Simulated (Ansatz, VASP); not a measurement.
# BaZrO3: VASP beside Ansatz

```
Ba Zr O
1.0
     4.16287    0.00000    0.00000
     0.00000    4.16287    0.00000
     0.00000    0.00000    4.16287
Ba Zr O
1 1 3
Cartesian
  0.0000 0.0000 0.0000
  2.0814 2.0814 2.0814
  2.0814 2.0814 0.0000
  2.0814 0.0000 2.0814
  0.0000 2.0814 2.0814
```

Alike in both runs: task single point; functional r2SCAN; k mesh 6 × 6 × 6; no spin polarisation.

```csv
,VASP,Ansatz
version,VASP 6.6.1,Ansatz 0.2.0
potentials or method,"VASP PAW PBE potentials, release 64 (Ba_sv, Zr_sv, O)","plane waves, PAW"
plane-wave cutoff (eV),520,500
occupations,"gaussian, width 0.01 eV",fixed
valence electrons in the cell,40,40
```

Ansatz gave:

| Property | Result |
| --- | --- |
| gap on the k mesh at the Fermi level (eV) | 3.81 |
| pressure (GPa) | 5.3 |

Task: Which values does VASP return?

Result: gap on the k mesh at the Fermi level (eV): 3.75; pressure (GPa): 6.4.

VASP's potentials were made for PBE, not for r2SCAN.

Spin-orbit coupling is off throughout.
